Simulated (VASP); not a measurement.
Write the native input for VASP 6.6.1 that does the following.

| Quantity | Value |
| --- | --- |
| Task | single point |
| Functional | PBEsol |
| Potentials or basis | VASP PAW PBE potentials, release 64 (Sn_d, Se) |
| Cutoff | 520 eV |
| k mesh | 6 × 6 × 4 |
| Occupations | gaussian, width 0.01 eV |
| Spin | no spin polarisation |
| Dipole correction | no |
| Further INCAR settings | ALGO = Normal; EDIFF = 1e-07; NBANDS = 20 |

The structure of SnSe2 lies in POSCAR:

```
SnSe2
1.0
    3.8110000000      0.0000000000      0.0000000000
   -1.9055000000      3.3004230000      0.0000000000
    0.0000000000      0.0000000000      6.1360000000
Sn Se
1 2
Direct
    0.0000000000      0.0000000000      0.0000000000
    0.3333333333      0.6666666667      0.2490000000
    0.6666666667      0.3333333333      0.7510000000
```

One way to write it, as run:

INCAR

```
SYSTEM = SnSe2
PREC = Accurate
ENCUT = 520
EDIFF = 1E-7
ISMEAR = 0
SIGMA = 0.01
LREAL = .FALSE.
LASPH = .TRUE.
NELM = 60
ALGO = Normal
ISIF = 2
LWAVE = .FALSE.
LCHARG = .TRUE.
GGA = PS
LELF = .TRUE.
LVHAR = .TRUE.
NBANDS = 20
```

KPOINTS

```
Automatic mesh
0
G
  6 6 4
  0 0 0
```

Potentials or basis: VASP PAW PBE potentials, release 64 (Sn_d, Se).

Command:

```sh
$ cat potpaw_PBE.64/Sn_d/POTCAR potpaw_PBE.64/Se/POTCAR > POTCAR
$ mpirun -np 1 vasp_std > vasp.out
```

It gave:

```yaml
Pressure: 2.7 GPa
Largest_force: 0.614 eV/Å
Band_gap_on_the_k_mesh: 0.74 eV, indirect (least direct gap 1.00 eV)
```

Caveat: the PAW data sets were made with another functional, which shifts forces and pressure a little; spin-orbit coupling is left out, which moves the levels of the heavy elements; this functional lacks dispersion, which binds the layers, so the pressure and a relaxed spacing across them are unreliable.

It took 22 s on 1 thread of AMD EPYC 9R45 96-Core Processor (Zen 5) (shared host), peak memory 0.17 GiB.
